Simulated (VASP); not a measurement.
**LiBr: single point with PBEsol**

Crystal: LiBr.

```
Li Br
1.0
     0.00000    2.70599    2.70599
     2.70599    0.00000    2.70599
     2.70599    2.70599    0.00000
Li Br
1 1
Direct
  0.00000 0.00000 0.00000
  0.50000 0.50000 0.50000
```

```yaml
Program: VASP 6.6.1
Task: single point
Functional: PBEsol
Potentials_or_basis: VASP PAW PBE potentials, release 64 (Li_sv, Br)
Cutoff: 750 eV
k_mesh: 8 × 8 × 8
Occupations: gaussian, width 0.02 eV
Spin: no spin polarisation
Dipole_correction: no
Further_INCAR_settings: ALGO = Normal; EDIFF = 1e-06; NBANDS = 12
```

The pressure is 0.0 GPa and the band gap on the k mesh is 4.98 eV, direct.

Levels at points of the mesh, in eV from the valence-band top:
| k point | band 3 | band 4 | band 5 | band 6 | band 7 | band 8 |
| --- | --- | --- | --- | --- | --- | --- |
| (0.00, 0.00, 0.00) | 0.00 | 0.00 | 0.00 | 4.98 | 10.42 | 10.42 |
| (0.50, 0.00, 0.00) | -3.14 | -0.29 | -0.29 | 5.48 | 8.03 | 8.03 |
| (0.50, 0.50, 0.00) | -3.17 | -1.26 | -1.26 | 6.23 | 6.86 | 11.90 |

Wall time 42 s on 1 thread of AMD EPYC 7R13 (shared host), peak memory 0.18 GiB.

Caveat: the PAW data sets were made with another functional, which shifts forces and pressure a little. A k mesh can miss the band edges.
